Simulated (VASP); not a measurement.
# SnO (P4/nmm) in VASP: settings compared, part 2 of 2

VASP 6.6.1. Earlier steps stand in the parts before.

**3. Single point, r2SCAN**

Input file POSCAR:

```
SnO
1.0
    3.8136952200      0.0000000000      0.0000000000
    0.0000000000      3.8136952200      0.0000000000
    0.0000000000      0.0000000000      4.8869133000
Sn O
2 2
Direct
    0.5000000000      0.0000000000      0.7646261400
    0.0000000000      0.5000000000      0.2353738600
    0.0000000000      0.0000000000      0.0000000000
    0.5000000000      0.5000000000      0.0000000000
```

Input file INCAR.step1:

```
SYSTEM = SnO
PREC = Accurate
ENCUT = 520
ISMEAR = -1
SIGMA = 0.05
LREAL = .False.
LASPH = .True.
NELM = 80
NBANDS = 28
GGA = PE
ALGO = Normal
EDIFF = 1E-4
LWAVE = .True.
LCHARG = .False.
```

Input file INCAR.step2:

```
SYSTEM = SnO
PREC = Accurate
ENCUT = 520
EDIFF = 1E-7
ISMEAR = -1
SIGMA = 0.05
LREAL = .False.
LASPH = .True.
NELM = 80
ALGO = Normal
ISIF = 2
LWAVE = .False.
LCHARG = .True.
METAGGA = R2SCAN
LMIXTAU = .True.
LELF = .True.
LVHAR = .True.
NBANDS = 28
ISTART = 1
```

Input file KPOINTS:

```
regular mesh
0
Gamma
  7 7 6
  0 0 0
```

Potentials or basis: VASP PAW PBE potentials, release 64 (Sn_d, O).

On the command line:

```bash
> cat potpaw_PBE.64/Sn_d/POTCAR potpaw_PBE.64/O/POTCAR > POTCAR
> cp INCAR.step1 INCAR
> mpirun -np 1 vasp_std > vasp.out
> cp INCAR.step2 INCAR
> mpirun -np 1 vasp_std > vasp.out
```

OUTCAR:

```text
SYSTEM = SnO
   PREC = Accurate
   ENCUT = 520
   EDIFF = 1E-7
   ISMEAR = -1
   LREAL = .False.
   LASPH = .True.
   NELM = 80
   ISIF = 2
   METAGGA = R2SCAN
   ISTART = 1

 ion  position               nearest neighbor table
   1  0.500  0.000  0.765-   3 2.23   4 2.23   4 2.23   3 2.23   2 3.54   2 3.54   2 3.54   2 3.54
                             2 3.74   2 3.74   2 3.74   2 3.74
   2  0.000  0.500  0.235-   3 2.23   4 2.23   3 2.23   4 2.23   1 3.54   1 3.54   1 3.54   1 3.54
                             1 3.74   1 3.74   1 3.74   1 3.74
   3  0.000  0.000  0.000-   1 2.23   2 2.23   2 2.23   1 2.23
   4  0.500  0.500  0.000-   1 2.23   2 2.23   1 2.23   2 2.23

  LATTYP: Found a simple tetragonal cell.
 ALAT       =     3.8136952200
 C/A-ratio  =     1.2814116016

  Lattice vectors:

 A1 = (   3.8136952200,   0.0000000000,   0.0000000000)
 A2 = (   0.0000000000,   3.8136952200,   0.0000000000)
 A3 = (   0.0000000000,   0.0000000000,   4.8869133000)

Analysis of symmetry for initial positions (statically):
=====================================================================
 Subroutine PRICEL returns:
 Original cell was already a primitive cell.

[... 168 lines left out ...]
  ext. energy  EPLUGINS =         0.00000000
  ---------------------------------------------------
  free energy    TOTEN  =       -66.90438320 eV

  energy without entropy =      -66.90430502  energy(sigma->0) =      -66.90434411

 E-fermi :   7.2083     XC(G=0): -10.8470

 val. band max:        6.9732840854   @ k =   0.0000   0.0000   0.0000
 cond. band min:       7.4796259503   @ k =   0.4286   0.4286   0.0000
 fundamental gap:      0.5063418649
 Fermi energy:         7.2082676754

 k-point     1 :       0.0000    0.0000    0.0000
  band No.  band energies     occupation
      1     -15.9454      2.00000
      2     -15.3977      2.00000
      3     -15.3843      2.00000
      4     -15.3843      2.00000
      5     -15.3389      2.00000
      6     -15.3156      2.00000
[... 733 lines left out ...]
     27      16.2647      0.00000
     28      17.1220      0.00000

 [... further k-points ...]
[... 5 lines left out ...]
  --------------------------------------------------------------------------------------
  -------------------------------------------------------------------------------------
  Total        0.0299055      0.0299055      0.0871800      0.0000000      0.0000000      0.0000000
  in kB        0.6741158      0.6741158      1.9651725      0.0000000      0.0000000      0.0000000
  external PRESSURE =       1.1044681 kB  Pullay stress =       0.0000000 kB

 VOLUME and BASIS-vectors are now :
 -----------------------------------------------------------------------------
  energy-cutoff  :      520.00
  volume of cell :       71.08
      direct lattice vectors                 reciprocal lattice vectors
     3.813695220  0.000000000  0.000000000     0.262212878  0.000000000  0.000000000
     0.000000000  3.813695220  0.000000000     0.000000000  0.262212878  0.000000000
     0.000000000  0.000000000  4.886913300     0.000000000  0.000000000  0.204628144

 POSITION                                       TOTAL-FORCE (eV/Angst)
 -----------------------------------------------------------------------------------
      1.90685      0.00000      3.73666         0.000000      0.000000     -0.015587
      0.00000      1.90685      1.15025        -0.000000      0.000000      0.015587
      0.00000      0.00000      0.00000        -0.000000      0.000000      0.000000
      1.90685      1.90685      0.00000         0.000000     -0.000000      0.000000
 -----------------------------------------------------------------------------------
    total drift:                                0.000000      0.000000      0.000000

  FREE ENERGIE OF THE ION-ELECTRON SYSTEM (eV)
  ---------------------------------------------------
  free  energy   TOTEN  =       -66.9043832013 eV

  energy  without entropy=      -66.9043050202  energy(sigma->0) =      -66.90434411
```

OUTCAR.step1:

```text
SYSTEM = SnO
   PREC = Accurate
   ENCUT = 520
   ISMEAR = -1
   LREAL = .False.
   LASPH = .True.
   NELM = 80
[... 975 lines left out ...]
      0.00000      1.90685      1.15025        -0.000000     -0.000000      0.458125
      0.00000      0.00000      0.00000         0.000000     -0.000000      0.000000
      1.90685      1.90685      0.00000         0.000000      0.000000      0.000000
 -----------------------------------------------------------------------------------
    total drift:                                0.000000      0.000000      0.000000

  FREE ENERGIE OF THE ION-ELECTRON SYSTEM (eV)
  ---------------------------------------------------
  free  energy   TOTEN  =       -22.6852927789 eV

  energy  without entropy=      -22.6850058274  energy(sigma->0) =      -22.68514930
```

OSZICAR.step1:

```text
N       E                     dE             d eps       ncg     rms          rms(c)
DAV:   1     0.416142932239E+03    0.41614E+03   -0.19899E+04  2332   0.217E+03
DAV:   2     0.378166570005E+02   -0.37833E+03   -0.36325E+03  2324   0.544E+02
DAV:   3    -0.232422648520E+02   -0.61059E+02   -0.59674E+02  2528   0.181E+02
DAV:   4    -0.263235691662E+02   -0.30813E+01   -0.30665E+01  2548   0.433E+01
DAV:   5    -0.263971516113E+02   -0.73582E-01   -0.73574E-01  2492   0.725E+00    0.117E+01
DAV:   6    -0.227088381368E+02    0.36883E+01   -0.16886E+01  3600   0.447E+01    0.494E+00
DAV:   7    -0.227043336191E+02    0.45045E-02   -0.20460E+00  2672   0.859E+00    0.249E+00
DAV:   8    -0.226921298960E+02    0.12204E-01   -0.28782E-01  2956   0.368E+00    0.811E-01
DAV:   9    -0.226842812776E+02    0.78486E-02   -0.48601E-02  3524   0.229E+00    0.236E-01
DAV:  10    -0.226855607731E+02   -0.12795E-02   -0.71966E-03  3008   0.761E-01    0.135E-01
DAV:  11    -0.226852569533E+02    0.30382E-03   -0.18599E-03  3348   0.404E-01    0.219E-02
DAV:  12    -0.226852927789E+02   -0.35826E-04   -0.26335E-04  2220   0.916E-02
   1 F= -.22685293E+02 E0= -.22685149E+02  d E =-.286951E-03
```

Run time: 3.7 min. Hardware: 1 thread of Intel Xeon 6975P-C (Granite Rapids), shared host; peak memory 0.21 GiB.

What came out:

```yaml
Free_energy: -66.9044 eV
Pressure: 0.1 GPa
Largest_force: 0.016 eV/Å
Band_gap_on_the_k_mesh: 0.51 eV, indirect (least direct gap 2.37 eV)
```

Forces on the atoms (eV/Å):
```
Sn   0.000  0.000 -0.016
Sn   0.000  0.000  0.016
O    0.000  0.000  0.000
O    0.000  0.000  0.000
```

Levels at points of the mesh, in eV from the valence-band top:
```tsv
k point	band 16	band 17	band 18	band 19	band 20	band 21	band 22	band 23	band 24	band 25
(0.00, 0.00, 0.00)	-6.65	-3.84	-3.54	-3.54	0.00	2.37	4.52	4.93	4.93	6.03
(0.00, 0.00, 0.50)	-3.90	-3.55	-3.55	-3.16	-2.49	1.98	3.20	3.20	3.84	8.31
```

Caveat: the PAW data sets were made with another functional, which shifts forces and pressure a little; spin-orbit coupling is left out, which moves the levels of the heavy elements. r2SCAN opens gaps a little over a GGA but as a rule still falls short of measured ones.
